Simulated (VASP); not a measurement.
# SiC3 (Pm-3m) in VASP: a series of runs

Runs on SiC3. Level: PBE. Tasks: single point, relaxation of cell and atoms.

All numbers are computed with VASP 6.6.1; they aren't measurements. Logs are shortened: lines on timing, memory, paths and dates and some standing lists are left out, and cuts for length are marked.

## Step 1: The cell of the first run

The structure is cubic, space group Pm-3m (No. 221). The conventional cell has a = 3.185 Å, b = 3.185 Å, c = 3.185 Å, α = 90.00°, β = 90.00°, γ = 90.00°. Si (site symmetry m-3m) has 12 C at 2.25 Å within 3.0 Å. Within 3.0 Å of C (site symmetry 4/mmm) lie 4 Si at 2.25 Å and 8 C at 2.25 Å.

## Step 2: Single point, PBE

INCAR

```
SYSTEM = SiC3
PREC     = Accurate       ! precision mode
ENCUT    = 520            ! plane-wave cutoff, eV
EDIFF    = 1E-6           ! SCF threshold, eV
ISMEAR   = 0              ! smearing method
SIGMA    = 0.1            ! smearing width, eV
LREAL    = .FALSE.        ! projectors in reciprocal space
LASPH    = .TRUE.         ! aspherical terms in the spheres
NELM     = 80             ! most SCF steps
ALGO     = Normal         ! electronic algorithm
ISIF     = 2              ! what is computed and relaxed
LWAVE    = .FALSE.        ! write WAVECAR
LCHARG   = .FALSE.        ! write CHGCAR
GGA      = PE             ! functional
NBANDS   = 16             ! bands
```

KPOINTS

```
regular mesh
0
G
  4 4 4
  0 0 0
```

POSCAR

```
SiC3
1.0
    3.1853029501      0.0000000000      0.0000000000
    0.0000000000      3.1853029501      0.0000000000
    0.0000000000      0.0000000000      3.1853029501
Si C
1 3
Direct
    0.0000000000      0.0000000000      0.0000000000
    0.5000000000      0.0000000000      0.5000000000
    0.0000000000      0.5000000000      0.5000000000
    0.5000000000      0.5000000000      0.0000000000
```

Potentials or basis: VASP PAW PBE potentials, release 64 (Si, C).

Launch:

```sh
$ cat potpaw_PBE.64/Si/POTCAR potpaw_PBE.64/C/POTCAR > POTCAR
$ mpirun -np 1 vasp_std > vasp.out
```

OUTCAR:

```text
SYSTEM = SiC3
   PREC = Accurate
   ENCUT = 520
   EDIFF = 1E-6
   ISMEAR = 0
   LREAL = .FALSE.
   LASPH = .TRUE.
   NELM = 80
   ISIF = 2
   GGA = PE

 ion  position               nearest neighbor table
   1  0.000  0.000  0.000-   2 2.25   3 2.25   4 2.25   2 2.25   3 2.25   3 2.25   4 2.25   3 2.25
                             2 2.25   4 2.25   2 2.25   4 2.25
   2  0.500  0.000  0.500-   1 2.25   1 2.25   1 2.25   1 2.25
   3  0.000  0.500  0.500-   1 2.25   1 2.25   1 2.25   1 2.25
   4  0.500  0.500  0.000-   1 2.25   1 2.25   1 2.25   1 2.25

  LATTYP: Found a simple cubic cell.
 ALAT       =     3.1853029501

  Lattice vectors:

 A1 = (   3.1853029501,   0.0000000000,   0.0000000000)
 A2 = (   0.0000000000,   3.1853029501,   0.0000000000)
 A3 = (   0.0000000000,   0.0000000000,   3.1853029501)

Analysis of symmetry for initial positions (statically):
=====================================================================
 Subroutine PRICEL returns:
 Original cell was already a primitive cell.

 Routine SETGRP: Setting up the symmetry group for a
 simple cubic supercell.

 Subroutine GETGRP returns: Found 48 space group operations
[... 9 lines left out ...]

 Routine SETGRP: Setting up the symmetry group for a
 simple cubic supercell.

 Subroutine GETGRP returns: Found 48 space group operations
[... 11 lines left out ...]
                                     Primitive cell

  volume of cell :      32.3186

  direct lattice vectors                    reciprocal lattice vectors
     3.185302950  0.000000000  0.000000000     0.313941881  0.000000000  0.000000000
     0.000000000  3.185302950  0.000000000     0.000000000  0.313941881  0.000000000
     0.000000000  0.000000000  3.185302950     0.000000000  0.000000000  0.313941881

  length of vectors
     3.185302950  3.185302950  3.185302950     0.313941881  0.313941881  0.313941881

  position of ions in fractional coordinates (direct lattice)
     0.000000000  0.000000000  0.000000000
     0.500000000  0.000000000  0.500000000
     0.000000000  0.500000000  0.500000000
     0.500000000  0.500000000  0.000000000

  ion indices of the primitive-cell ions
   primitive index   ion index
                 1           1
                 2           2
                 3           3
                 4           4

----------------------------------------------------------------------------------------

 KPOINTS: regular mesh

Automatic generation of k-mesh.
 Grid dimensions read from file:
 generate k-points for:    4    4    4

 Generating k-lattice:

  Cartesian coordinates                     Fractional coordinates (reciprocal lattice)
     0.078485470  0.000000000  0.000000000     0.250000000  0.000000000  0.000000000
     0.000000000  0.078485470  0.000000000     0.000000000  0.250000000  0.000000000
     0.000000000  0.000000000  0.078485470     0.000000000  0.000000000  0.250000000

  Length of vectors
     0.078485470  0.078485470  0.078485470

  Shift w.r.t. Gamma in fractional coordinates (k-lattice)
     0.000000000  0.000000000  0.000000000

 Subroutine IBZKPT returns following result:
 ===========================================

 Found     10 irreducible k-points:

 Following reciprocal coordinates:
            Coordinates               Weight
  0.000000  0.000000  0.000000      1.000000
  0.250000  0.000000  0.000000      6.000000
  0.500000  0.000000  0.000000      3.000000
  0.250000  0.250000  0.000000     12.000000
  0.500000  0.250000  0.000000     12.000000
  0.500000  0.500000  0.000000      3.000000
  0.250000  0.250000  0.250000      8.000000
  0.500000  0.250000  0.250000     12.000000
  0.500000  0.500000  0.250000      6.000000
  0.500000  0.500000  0.500000      1.000000
   k-points           NKPTS =     10   k-points in BZ     NKDIM =     10   number of bands    NBANDS=     16
   number of dos      NEDOS =    301   number of ions     NIONS =      4
   total plane-waves  NPLWV =  13824
   dimension x,y,z NGX =    24 NGY =   24 NGZ =   24
   dimension x,y,z NGXF=    48 NGYF=   48 NGZF=   48
   ions per type =               1   3
   NGX,Y,Z   is equivalent  to a cutoff of  12.53, 12.53, 12.53 a.u.
   NGXF,Y,Z  is equivalent  to a cutoff of  25.05, 25.05, 25.05 a.u.
 SYSTEM =  SiC3
   PREC   = accura    normal or accurate (medium, high low for compatibility)
   ISTART =      0    job   : 0-new  1-cont  2-samecut
   ICHARG =      2    charge: 1-file 2-atom 10-const
   ISPIN  =      1    spin polarized calculation?
   LNONCOLLINEAR =      F non collinear calculations
   LSORBIT =      F    spin-orbit coupling
   LASPH  =      T    aspherical Exc in radial PAW
   ENCUT  =  520.0 eV  38.22 Ry    6.18 a.u.   5.92  5.92  5.92*2*pi/ulx,y,z
   NELM   =     80;   NELMIN=  2; NELMDL= -5     # of ELM steps
   EDIFF  = 0.1E-05   stopping-criterion for ELM
   LREAL  =      F    real-space projection
   EDIFFG = 0.1E-04   stopping-criterion for IOM
   NSW    =      0    number of steps for IOM
   IBRION =     -1    ionic relax: 0-MD 1-quasi-New 2-CG
   NFREE  =      0    steps in history (QN), initial steepest desc. (CG)
   ISIF   =      2    stress and relaxation
   ISYM   =      2    0-nonsym 1-usesym 2-fastsym
   POTIM  = 0.5000    time-step for ionic-motion
   TEBEG  =    0.0;   TEEND  =   0.0 temperature during run
   PSTRESS=    0.0 pullay stress
   NELECT =      16.0000    total number of electrons
   NUPDOWN=      -1.0000    fix difference up-down
   EMIN   =  10.00;   EMAX   =-10.00  energy-range for DOS
   EFERMI =   0.00;   METHOD = LEGACY
   ISMEAR =     0;   SIGMA  =   0.10  broadening in eV -4-tet -1-fermi 0-gaus
   EFERMI_NEDOS =   21; number of points for ismear=-14 and -15
   IALGO  =     38    algorithm
   IMIX   =      4    mixing-type and parameters
     AMIX     =   0.40;   BMIX     =  1.00
     AMIX_MAG =   1.60;   BMIX_MAG =  1.00
  volume/ion in A,a.u.               =       8.08        54.52
  Fermi-wavevector in a.u.,A,eV,Ry     =   1.295082  2.447351 22.820216  1.677239
  Thomas-Fermi vector in A             =   2.426625
   LORBIT       =      0    0 simple, 1 ext, 2 COOP (PROOUT), +10 PAW based schemes
   GGA     = PE    functional components
   LHFCALC =     F    Hartree Fock is set to
   AEXX    =    0.0000 exact exchange contribution
   IVDW    =     0    specifies the selected vdW correction
   LEPSILON=     F    determine dielectric tensor
   LRPA    =     F    only Hartree local field effects (RPA)
 non-spin polarized calculation
 Gauss-broadening in eV      SIGMA  =   0.10
  energy-cutoff  :      520.00
  volume of cell :       32.32
 maximum number of plane-waves:       912
 NGX is ok and might be reduce to    24
   NGX = 11   NGY = 11   NGZ = 11

 number of electron      16.0000000 magnetization

 Free energy of the ion-electron system (eV)
  ---------------------------------------------------
  ext. energy  EPLUGINS =         0.00000000
  ---------------------------------------------------
  free energy    TOTEN  =       -20.66149638 eV

  energy without entropy =      -20.64889403  energy(sigma->0) =      -20.65519520

 E-fermi :  10.0407     XC(G=0): -12.6011

 val. band max:       10.0337994223   @ k =   0.5000   0.0000   0.0000
 cond. band min:      10.0650281833   @ k =   0.5000   0.2500   0.2500
 fundamental gap:      0.0312287609
 Fermi energy:        10.0406814091

 k-point     1 :       0.0000    0.0000    0.0000
  band No.  band energies     occupation
      1      -8.4656      2.00000
      2       3.1928      2.00000
      3       3.1928      2.00000
      4       3.2662      2.00000
      5       3.2662      2.00000
      6       3.2662      2.00000
[... 8 lines left out ...]
     15      19.9603      0.00000
     16      21.3883      0.00000

 k-point     2 :       0.2500    0.0000    0.0000
  band No.  band energies     occupation
      1      -7.6665      2.00000
      2      -1.4641      2.00000
      3       3.7084      2.00000
      4       4.0288      2.00000
      5       4.0288      2.00000
      6       6.4125      2.00000
[... 8 lines left out ...]
     15      19.4678      0.00000
     16      19.4799      0.00000

 k-point     3 :       0.5000    0.0000    0.0000
  band No.  band energies     occupation
      1      -5.4925      2.00000
      2      -5.0792      2.00000
      3       4.5142      2.00000
      4       5.8203      2.00000
      5       5.8203      2.00000
      6       6.8335      2.00000
[... 8 lines left out ...]
     15      18.2625      0.00000
     16      18.2625      0.00000

 k-point     4 :       0.2500    0.2500    0.0000
  band No.  band energies     occupation
      1      -6.8728      2.00000
      2      -1.0848      2.00000
      3      -0.2665      2.00000
      4       4.7802      2.00000
      5       4.8525      2.00000
      6       6.3862      2.00000
[... 8 lines left out ...]
     15      17.2137      0.00000
     16      20.6198      0.00000

 k-point     5 :       0.5000    0.2500    0.0000
  band No.  band energies     occupation
      1      -4.7303      2.00000
      2      -4.2944      2.00000
      3       1.0849      2.00000
      4       2.2440      2.00000
      5       6.5607      2.00000
      6       7.2667      2.00000
[... 8 lines left out ...]
     15      18.2812      0.00000
     16      18.9598      0.00000

 k-point     6 :       0.5000    0.5000    0.0000
  band No.  band energies     occupation
      1      -2.5704      2.00000
      2      -2.5704      2.00000
      3      -2.3820      2.00000
      4      -0.9633      2.00000
      5       8.2550      2.00000
      6       8.2550      2.00000
[... 8 lines left out ...]
     15      20.2985      0.00000
     16      20.2985      0.00000

 k-point     7 :       0.2500    0.2500    0.2500
  band No.  band energies     occupation
      1      -6.0849      2.00000
      2      -0.3732      2.00000
      3      -0.3732      2.00000
      4       1.2063      2.00000
      5       5.5301      2.00000
      6       5.5301      2.00000
[... 8 lines left out ...]
     15      20.6835      0.00000
     16      20.6835      0.00000

 k-point     8 :       0.5000    0.2500    0.2500
  band No.  band energies     occupation
      1      -3.9735      2.00000
      2      -3.5214      2.00000
      3       1.1485      2.00000
      4       2.7404      2.00000
      5       2.9402      2.00000
      6       3.1464      2.00000
[... 8 lines left out ...]
     15      19.1648      0.00000
     16      19.9253      0.00000

 k-point     9 :       0.5000    0.5000    0.2500
  band No.  band energies     occupation
      1      -1.8417      2.00000
      2      -1.8417      2.00000
      3      -1.6639      2.00000
      4      -0.2017      2.00000
      5       4.1545      2.00000
      6       4.1545      2.00000
[... 8 lines left out ...]
     15      21.0403      0.00000
     16      21.0403      0.00000

 k-point    10 :       0.5000    0.5000    0.5000
  band No.  band energies     occupation
      1      -0.2012      2.00000
      2      -0.2012      2.00000
      3      -0.2012      2.00000
      4       1.1525      2.00000
      5       1.1525      2.00000
      6       1.1525      2.00000
[... 8 lines left out ...]
     15      22.2838      0.00000
     16      22.2838      0.00000

------------------------ aborting loop because EDIFF is reached ----------------------------------------

  FORCE on cell =-STRESS in cart. coord.  units (eV):
  Direction    XX          YY          ZZ          XY          YZ          ZX
  --------------------------------------------------------------------------------------
  -------------------------------------------------------------------------------------
  Total        0.0365892      0.0365892      0.0365892      0.0000000      0.0000000     -0.0000000
  in kB        1.8138924      1.8138924      1.8138924      0.0000000      0.0000000     -0.0000000
  external PRESSURE =       1.8138924 kB  Pullay stress =       0.0000000 kB

 VOLUME and BASIS-vectors are now :
 -----------------------------------------------------------------------------
  energy-cutoff  :      520.00
  volume of cell :       32.32
      direct lattice vectors                 reciprocal lattice vectors
     3.185302950  0.000000000  0.000000000     0.313941881  0.000000000  0.000000000
     0.000000000  3.185302950  0.000000000     0.000000000  0.313941881  0.000000000
     0.000000000  0.000000000  3.185302950     0.000000000  0.000000000  0.313941881

 POSITION                                       TOTAL-FORCE (eV/Angst)
 -----------------------------------------------------------------------------------
      0.00000      0.00000      0.00000         0.000000      0.000000      0.000000
      1.59265      0.00000      1.59265         0.000000      0.000000      0.000000
      0.00000      1.59265      1.59265         0.000000      0.000000      0.000000
      1.59265      1.59265      0.00000         0.000000      0.000000      0.000000
 -----------------------------------------------------------------------------------
    total drift:                                0.000000     -0.000000     -0.000000

  FREE ENERGIE OF THE ION-ELECTRON SYSTEM (eV)
  ---------------------------------------------------
  free  energy   TOTEN  =       -20.6614963776 eV

  energy  without entropy=      -20.6488940297  energy(sigma->0) =      -20.65519520
```

It took 2.2 s on 1 thread of Intel Xeon 6975P-C (Granite Rapids), shared host; peak memory 0.13 GiB.

What came out:

- Free energy: -20.6615 eV
- Pressure: 0.2 GPa
- Band gap on the k mesh: zero (band 8 reaches 11.25 eV, above the bottom of band 9 at 7.90 eV)

Caveat: the k points lie up to 0.49 Å⁻¹ apart.

## Step 3: Single point, PBE

This run uses another cell than the first one, of 13.41 Å³/atom, 1.660 times its volume.

INCAR

```
SYSTEM = SiC3
  PREC = Accurate
  ENCUT = 520
  EDIFF = 1E-6
  ISMEAR = 0
  SIGMA = 0.1
  LREAL = .False.
  LASPH = .True.
  NELM = 80
  ALGO = Normal
  ISIF = 2
  LWAVE = .False.
  LCHARG = .True.
  GGA = PE
  LELF = .True.
  LVHAR = .True.
  NBANDS = 16
```

KPOINTS

```
regular mesh
0
Gamma
  4 4 4
  0 0 0
```

POSCAR

```
SiC3
1.0
    3.7713073200      0.0000000000      0.0000000000
    0.0000000000      3.7713073200      0.0000000000
    0.0000000000      0.0000000000      3.7713073200
Si C
1 3
Direct
    0.0000000000      0.0000000000      0.0000000000
    0.5000000000      0.0000000000      0.5000000000
    0.0000000000      0.5000000000      0.5000000000
    0.5000000000      0.5000000000      0.0000000000
```

Potentials or basis: VASP PAW PBE potentials, release 64 (Si, C).

Launch:

```sh
$ cat potpaw_PBE.64/Si/POTCAR potpaw_PBE.64/C/POTCAR > POTCAR
$ mpirun -np 1 vasp_std > vasp.out
```

It took 3.4 s on 1 thread of Intel Xeon 6975P-C (Granite Rapids), shared host; peak memory 0.15 GiB.

Results (log left out):

```
Free energy            : -17.8312 eV
Pressure               : -26.1 GPa
Band gap on the k mesh : zero (band 8 reaches 4.98 eV, above the bottom of band 9 at 3.40 eV)
```

Levels at points of the mesh, in eV from the Fermi level:
```tsv
k point	band 4	band 5	band 6	band 7	band 8	band 9	band 10	band 11	band 12	band 13
(0.00, 0.00, 0.00)	-3.87	-3.87	-3.87	-3.33	0.89	0.89	0.89	2.22	2.22	2.22
(0.50, 0.00, 0.00)	-4.33	-2.09	-2.09	-1.65	-1.65	-0.68	0.47	2.29	2.29	2.55
(0.50, 0.50, 0.00)	-7.73	-1.36	-1.35	-1.35	-0.61	-0.61	0.00	0.53	2.27	2.77
(0.50, 0.50, 0.50)	-5.49	-5.20	-5.20	-5.20	-4.57	2.92	2.92	2.92	3.19	3.19
```

Caveat: the k points lie up to 0.42 Å⁻¹ apart.

(Part 1 of 2 ends here.)
